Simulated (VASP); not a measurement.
# W12O in VASP: a series of runs

W12O is run at these levels: PBE; tasks: single point.

Program: VASP 6.6.1. These are calculated values, not measurements. Logs are shortened: lines on timing, memory, paths and dates and some standing lists are left out, and cuts for length are marked.

## Step 1: The cell of the first run

The cell holds a slab with vacuum, 13 atoms: a = 5.514 Å, b = 5.514 Å, c = 21.356 Å, α = 90.00°, β = 90.00°, γ = 109.47°.

## Step 2: Single point, PBE

Input file INCAR:

```
  PREC = Accurate
  ENCUT = 520
  EDIFF = 1E-6
  ISMEAR = 0
  SIGMA = 0.1
  LREAL = False
  LASPH = True
  NELM = 80
  ALGO = Normal
  ISIF = 2
  LWAVE = False
  LCHARG = False
  LDIPOL = True
  IDIPOL = 3
  DIPOL = 0.5 0.5 0.304
  GGA = PE
  NBANDS = 99
```

Input file KPOINTS:

```
Automatic mesh
0
Gamma
  5 5 1
```

Input file POSCAR:

```
W12O
1.0
    5.5140853207      0.0000000000      0.0000000000
   -1.8380284402      5.1987294965      0.0000000000
    0.0000000000      0.0000000000     21.3560050645
W O
12 1
Direct
    0.2500000000      0.2500000000      0.1873009483
    0.2500000000      0.7500000000      0.1873009483
    0.7500000000      0.2500000000      0.1873009483
    0.7500000000      0.7500000000      0.1873009483
    0.0000000000      0.0000000000      0.2892877541
    0.0000000000      0.5000000000      0.2892877541
    0.5000000000      0.0000000000      0.2892877541
    0.5000000000      0.5000000000      0.2892877541
    0.2500000000      0.2500000000      0.3912719181
    0.2500000000      0.7500000000      0.3912719181
    0.7500000000      0.2500000000      0.3912719181
    0.7500000000      0.7500000000      0.3912719181
    0.4166666667      0.4166666667      0.4858588970
```

Potentials or basis: VASP PAW PBE potentials, release 64 (W_sv, O).

Command:

```console
> cat potpaw_PBE.64/W_sv/POTCAR potpaw_PBE.64/O/POTCAR > POTCAR
> mpirun -np 1 vasp_std > vasp.out
```

OUTCAR:

```text
PREC = Accurate
   ENCUT = 520
   EDIFF = 1E-6
   ISMEAR = 0
   LREAL = False
   LASPH = True
   NELM = 80
   ISIF = 2
   GGA = PE

 ion  position               nearest neighbor table
   1  0.250  0.250  0.187-   5 2.70   8 2.70   3 2.76   3 2.76   2 2.76   2 2.76   7 3.13   6 3.13
                             4 3.18   4 3.18
   2  0.250  0.750  0.187-   6 2.70   7 2.70   4 2.76   4 2.76   1 2.76   1 2.76   5 3.13   8 3.13
                             3 3.18   3 3.18
   3  0.750  0.250  0.187-   6 2.70   7 2.70   1 2.76   1 2.76   4 2.76   4 2.76   5 3.13   8 3.13
                             2 3.18   2 3.18
   4  0.750  0.750  0.187-   5 2.70   8 2.70   2 2.76   2 2.76   3 2.76   3 2.76   7 3.13   6 3.13
                             1 3.18   1 3.18
   5  0.000  0.000  0.289-   9 2.70  12 2.70   1 2.70   4 2.70   7 2.76   7 2.76   6 2.76   6 2.76
                            11 3.13  10 3.13   3 3.13   2 3.13   8 3.18   8 3.18
   6  0.000  0.500  0.289-  10 2.70  11 2.70   2 2.70   3 2.70   8 2.76   8 2.76   5 2.76   5 2.76
                             9 3.13  12 3.13   1 3.13   4 3.13   7 3.18   7 3.18
   7  0.500  0.000  0.289-  10 2.70  11 2.70   2 2.70   3 2.70   5 2.76   5 2.76   8 2.76   8 2.76
                             9 3.13  12 3.13   1 3.13   4 3.13   6 3.18   6 3.18
   8  0.500  0.500  0.289-   9 2.70  12 2.70   1 2.70   4 2.70   6 2.76   6 2.76   7 2.76   7 2.76
                            11 3.13  10 3.13   3 3.13   2 3.13   5 3.18   5 3.18
   9  0.250  0.250  0.391-  13 2.28   8 2.70   5 2.70  11 2.76  11 2.76  10 2.76  10 2.76   6 3.13
                             7 3.13  12 3.18  12 3.18
  10  0.250  0.750  0.391-   6 2.70   7 2.70  12 2.76  12 2.76   9 2.76   9 2.76   5 3.13   8 3.13
                            11 3.18  11 3.18
  11  0.750  0.250  0.391-   6 2.70   7 2.70   9 2.76   9 2.76  12 2.76  12 2.76   5 3.13   8 3.13
                            10 3.18  10 3.18
  12  0.750  0.750  0.391-   5 2.70   8 2.70  10 2.76  10 2.76  11 2.76  11 2.76   7 3.13   6 3.13
                             9 3.18   9 3.18
  13  0.417  0.417  0.486-   9 2.28

  LATTYP: Found a base centered orthorhombic cell.
 ALAT       =     6.3671172886
 B/A-ratio  =     1.4142135624
 C/A-ratio  =     3.3541089470

  Lattice vectors:

 A1 = (   5.5140853207,   0.0000000000,   0.0000000000)
 A2 = (  -1.8380284402,   5.1987294965,   0.0000000000)
 A3 = (   0.0000000000,   0.0000000000,  21.3560050645)

Analysis of symmetry for initial positions (statically):
=====================================================================
 Subroutine PRICEL returns:
 Original cell was already a primitive cell.

 Routine SETGRP: Setting up the symmetry group for a
 base centered orthorhombic supercell.

 Subroutine GETGRP returns: Found  2 space group operations
 (whereof  2 operations were pure point group operations)
 out of a pool of  8 trial point group operations.

[... 147 lines left out ...]
   AEXX    =    0.0000 exact exchange contribution
   IVDW    =     0    specifies the selected vdW correction
   LEPSILON=     F    determine dielectric tensor
   LRPA    =     F    only Hartree local field effects (RPA)
 non-spin polarized calculation
 Gauss-broadening in eV      SIGMA  =   0.10
  energy-cutoff  :      520.00
  volume of cell :      612.20
 maximum number of plane-waves:     16503
 NGX is ok and might be reduce to    42
   NGX = 21   NGY = 21   NGZ = 79

 dipolmoment           0.000000      0.000000     -0.012913 electrons x Angstroem

 number of electron     174.0000027 magnetization

 dipolmoment           0.000000      0.000000      0.227675 electrons x Angstroem

 Free energy of the ion-electron system (eV)
  ---------------------------------------------------
  ext. energy  EPLUGINS =         0.00000000
  ---------------------------------------------------
  free energy    TOTEN  =      -149.56578111 eV

  energy without entropy =     -149.49364347  energy(sigma->0) =     -149.52971229

 E-fermi :  -0.0929     XC(G=0):  -5.3725

 val. band max:       -0.1067345455   @ k =  -0.2000   0.2000   0.0000
 cond. band min:      -0.0899155141   @ k =  -0.4000   0.2000   0.0000
 fundamental gap:      0.0168190314
 Fermi energy:        -0.0928504083

 k-point     1 :       0.0000    0.0000    0.0000
  band No.  band energies     occupation
      1     -74.3526      2.00000
      2     -74.2574      2.00000
      3     -74.2081      2.00000
      4     -74.1802      2.00000
      5     -74.1662      2.00000
      6     -74.1457      2.00000
[... 907 lines left out ...]
     98       1.1560      0.00000
     99       1.2196      0.00000

------------------------ aborting loop because EDIFF is reached ----------------------------------------

 vacuum level on the upper side and lower side of the slab       (xc-potential included)         0.561        -0.846

  FORCE on cell =-STRESS in cart. coord.  units (eV):
  Direction    XX          YY          ZZ          XY          YZ          ZX
  --------------------------------------------------------------------------------------
  -------------------------------------------------------------------------------------
  Total      -12.6968774    -14.6301865     -8.5783642     -2.7341119     -0.6058044     -0.4283684
  in kB      -33.2289633    -38.2886212    -22.4504136     -7.1554369     -1.5854490     -1.1210818
  external PRESSURE =     -31.3226660 kB  Pullay stress =       0.0000000 kB

 VOLUME and BASIS-vectors are now :
 -----------------------------------------------------------------------------
  energy-cutoff  :      520.00
  volume of cell :      612.20
      direct lattice vectors                 reciprocal lattice vectors
     5.514085321  0.000000000  0.000000000     0.181353741  0.064118230  0.000000000
    -1.838028440  5.198729497  0.000000000     0.000000000  0.192354690  0.000000000
     0.000000000  0.000000000 21.356005064     0.000000000  0.000000000  0.046825237

 POSITION                                       TOTAL-FORCE (eV/Angst)
 -----------------------------------------------------------------------------------
      0.91901      1.29968      4.00000        -0.054126     -0.076546      0.157762
      0.00000      3.89905      4.00000         0.020483     -0.006948     -0.195354
      3.67606      1.29968      4.00000        -0.013378      0.016995     -0.195354
      2.75704      3.89905      4.00000         0.112302      0.158819      0.211664
      0.00000      0.00000      6.17803        -0.150010     -0.212147     -0.604581
     -0.91901      2.59936      6.17803        -0.007452     -0.134595      0.114037
      2.75704      0.00000      6.17803        -0.124413     -0.051891      0.114037
      1.83803      2.59936      6.17803         0.091699      0.129682     -0.309435
      0.91901      1.29968      8.35601         0.294209      0.416074      4.296156
      0.00000      3.89905      8.35601        -0.219734      0.159758      0.459323
      3.67606      1.29968      8.35601         0.223866     -0.153915      0.459323
      2.75704      3.89905      8.35601         0.102751      0.145311      0.444371
      1.53169      2.16614     10.37601        -0.276194     -0.390598     -4.951950
 -----------------------------------------------------------------------------------
    total drift:                                0.000014      0.000020      0.000216

  FREE ENERGIE OF THE ION-ELECTRON SYSTEM (eV)
  ---------------------------------------------------
  free  energy   TOTEN  =      -149.5657811142 eV

  energy  without entropy=     -149.4936434743  energy(sigma->0) =     -149.52971229

 vacuum level on the upper side and lower side of the slab         6.125         4.684
```

stdout:

```text
POSCAR found type information on POSCAR W O
 POSCAR found :  2 types and      13 ions
 scaLAPACK will be used
 LDA part: xc-table for (Slater+PW92), standard interpolation
 POSCAR, INCAR and KPOINTS ok, starting setup
 FFT: planning ... GRIDC
 FFT: planning ... GRID_SOFT
 FFT: planning ... GRID
 WAVECAR not read
 entering main loop
```

Wall time 47 min (1 thread of Intel Xeon Platinum 8259CL at 2.50GHz (Skylake/Cascade Lake), shared host); peak memory 0.79 GiB.

Results:

| Item | Value |
| --- | --- |
| Free energy | -149.5658 eV |
| Largest force | 4.975 eV/Å |
| Band gap on the k mesh | zero (bands 87 and 88 overlap by 1.18 eV) |

Forces in eV/Å, atoms in the order of the input:
```
W   -0.054 -0.077  0.158
W    0.020 -0.007 -0.195
W   -0.013  0.017 -0.195
W    0.112  0.159  0.212
W   -0.150 -0.212 -0.605
W   -0.007 -0.135  0.114
W   -0.124 -0.052  0.114
W    0.092  0.130 -0.309
W    0.294  0.416  4.296
W   -0.220  0.160  0.459
W    0.224 -0.154  0.459
W    0.103  0.145  0.444
O   -0.276 -0.391 -4.952
```

Levels at points of the mesh, in eV from the Fermi level:
```tsv
k point	band 84	band 85	band 86	band 87	band 88	band 89	band 90	band 91
(0.00, 0.00, 0.00)	0.02	0.40	0.62	0.75	1.09	1.37	1.55	1.58
```

Caveat: spin-orbit coupling is left out, which moves the levels of the heavy elements.

## Step 3: Single point, PBE

Input file INCAR:

```
ALGO = Normal ; DIPOL = 0.5 0.5 0.307
EDIFF = 1E-7 ; ENCUT = 520
GGA = PE ; IDIPOL = 3
ISIF = 2 ; ISMEAR = 0
LASPH = T ; LCHARG = T
LDIPOL = T ; LELF = T
LREAL = F ; LVACPOTAV = T
LVHAR = T ; LWAVE = F
NBANDS = 99 ; NELM = 100
PREC = Accurate ; SIGMA = 0.1
```

Input file KPOINTS:

```
k-points
0
Gamma
  5 5 1
```

Changes to POSCAR since step 2:

```diff
@@ -20,2 +20,2 @@
     0.7500000000      0.7500000000      0.3912719181
-    0.4166666667      0.4166666667      0.4858588970
+    0.3333333333      0.3333333333      0.5237873390
```

Potentials or basis: VASP PAW PBE potentials, release 64 (W_sv, O).

Command:

```console
> cat potpaw_PBE.64/W_sv/POTCAR potpaw_PBE.64/O/POTCAR > POTCAR
> mpirun -np 1 vasp_std > vasp.out
```

Wall time 24 min (1 thread of AMD EPYC 9R45 (Zen 5), shared host); peak memory 0.79 GiB.

It converged, with:

```yaml
Free_energy: -146.2440 eV
Largest_force: 3.195 eV/Å
Band_gap_on_the_k_mesh: zero (bands 87 and 88 overlap by 1.15 eV)
```

Forces on the atoms (eV/Å):
```
W   -0.009 -0.013  0.045
W   -0.035  0.025 -0.125
W    0.036 -0.024 -0.125
W    0.025  0.036  0.031
W   -0.066 -0.094 -0.189
W   -0.001 -0.048  0.031
W   -0.046 -0.017  0.031
W    0.079  0.112 -0.191
W    0.121  0.171  3.055
W   -0.011  0.003  0.353
W    0.007 -0.009  0.353
W    0.000  0.000 -0.080
O   -0.101 -0.142 -3.190
```

Levels at points of the mesh, in eV from the Fermi level:
| k point | band 85 | band 86 | band 87 | band 88 | band 89 | band 90 |
| --- | --- | --- | --- | --- | --- | --- |
| (0.00, 0.00, 0.00) | 0.28 | 0.52 | 0.79 | 1.19 | 1.45 | 1.54 |

Caveat: spin-orbit coupling is left out, which moves the levels of the heavy elements.

The gap in the log of VASP goes by the Fermi energy; the results here count the filled bands.